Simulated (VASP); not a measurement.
# Cd4O3: relaxation of cell and atoms with PBE

Crystal: Cd4O3.

```
CELL_PARAMETERS angstrom
3.32514 0.00000 0.00000
0.00000 3.32514 0.00000
0.00000 0.00000 9.96699
ATOMIC_POSITIONS crystal
Cd 0.50000 0.50000 0.75872
Cd 0.00000 0.00000 0.00000
Cd 0.50000 0.50000 0.24128
Cd 0.00000 0.00000 0.50000
O 0.00000 0.00000 0.75703
O 0.50000 0.50000 0.00000
O 0.00000 0.00000 0.24297
```

```json
{"Program": "VASP 6.6.1", "Task": "relaxation of cell and atoms", "Functional": "PBE", "Potentials or basis": "VASP PAW PBE potentials, release 64 (Cd, O)", "Cutoff": "600 eV", "k mesh": "10 × 10 × 4", "Occupations": "gaussian, width 0.1 eV", "Spin": "no spin polarisation", "Dipole correction": "no", "Further INCAR settings": "ALGO = Normal; EDIFF = 1e-07; IBRION = 2; EDIFFG = -0.01; NSW = 100; ISIF = 3"}
```

```json
{
  "Relaxed volume": "15.93 Å³/atom",
  "Relaxed cell": "a = 3.315 Å, b = 3.315 Å, c = 10.149 Å, α = 90.00°, β = 90.00°, γ = 90.00°",
  "Space group after relaxing (to 0.1 Å)": "P4/mmm (No. 123)",
  "Energy gained by relaxing": "1.2 meV/atom",
  "Ionic steps": "18",
  "Pressure after relaxing": "-0.1 GPa",
  "Largest force after relaxing": "0.008 eV/Å",
  "Band gap on the k mesh": "zero (bands 33 and 34 overlap by 3.52 eV)"
}
```

Forces on the atoms (eV/Å):
```
Cd   0.000  0.000 -0.008
Cd   0.000  0.000  0.000
Cd   0.000  0.000  0.008
Cd   0.000  0.000  0.000
O    0.000  0.000  0.000
O    0.000  0.000  0.000
O    0.000  0.000  0.000
```

Step by step:
| step | energy change (eV) | largest force (eV/Å) | pressure (GPa) | volume (Å³) |
| --- | --- | --- | --- | --- |
| 1 | 0.0000 | 0.1544 | 0.55 | 110.20 |
| 2 | -0.0048 | 0.0624 | -0.23 | 111.07 |
| 3 | -0.0051 | 0.0553 | -0.45 | 111.32 |
| 4 | -0.0075 | 0.0274 | -0.11 | 110.97 |
| 5 | -0.0077 | 0.0186 | 0.05 | 110.82 |
| 6 | -0.0077 | 0.0176 | 0.04 | 110.83 |
| 7 | -0.0078 | 0.0205 | 0.01 | 110.89 |
| 8 | -0.0079 | 0.0289 | -0.08 | 111.07 |
| 9 | -0.0078 | 0.0460 | -0.26 | 111.44 |
| 10 | -0.0080 | 0.0339 | -0.14 | 111.18 |
| 11 | -0.0080 | 0.0331 | -0.12 | 111.18 |
| 12 | -0.0081 | 0.0308 | -0.08 | 111.18 |
| 13 | -0.0082 | 0.0263 | -0.01 | 111.17 |
| 14 | -0.0082 | 0.0195 | 0.15 | 111.16 |
| 15 | -0.0082 | 0.0230 | 0.05 | 111.17 |
| 16 | -0.0083 | 0.0200 | 0.04 | 111.20 |
| 17 | -0.0084 | 0.0109 | 0.00 | 111.30 |
| 18 | -0.0083 | 0.0076 | -0.06 | 111.51 |

Final structure:
```yaml
crystal:
  lattice:
    - [3.31459, 0.00000, 0.00000]
    - [0.00000, 3.31459, 0.00000]
    - [0.00000, 0.00000, 10.14932]
  atoms:
    - { symbol: Cd, position: [0.50000, 0.50000, 0.75928] }
    - { symbol: Cd, position: [0.00000, 0.00000, 0.00000] }
    - { symbol: Cd, position: [0.50000, 0.50000, 0.24072] }
    - { symbol: Cd, position: [0.00000, 0.00000, 0.50000] }
    - { symbol: O, position: [0.00000, 0.00000, 0.75986] }
    - { symbol: O, position: [0.50000, 0.50000, 0.00000] }
    - { symbol: O, position: [0.00000, 0.00000, 0.24014] }
```

Levels at points of the mesh, in eV from the Fermi level:
```
           k point  band 30  band 31  band 32  band 33  band 34  band 35  band 36  band 37
(0.00, 0.00, 0.00)    -2.86    -2.86    -2.53    -2.53    -0.17     0.33     2.30     4.83
(0.50, 0.00, 0.00)    -1.26    -1.21    -1.04    -0.62    -0.10     2.97     3.62     3.69
(0.50, 0.50, 0.00)    -3.12    -3.05    -2.93     1.55     2.11     2.11     2.30     2.37
(0.00, 0.00, 0.50)    -2.89    -2.52    -2.52    -1.80    -1.68     1.59     1.95     4.52
(0.50, 0.00, 0.50)    -1.25    -1.23    -1.04    -0.58    -0.29     3.34     3.43     3.82
(0.50, 0.50, 0.50)    -3.08    -3.05    -2.96     1.84     1.92     2.11     2.11     2.69
```

Wall time 82 min on 1 thread of Intel Xeon 8259CL, with other jobs on the host, peak memory 0.43 GiB.
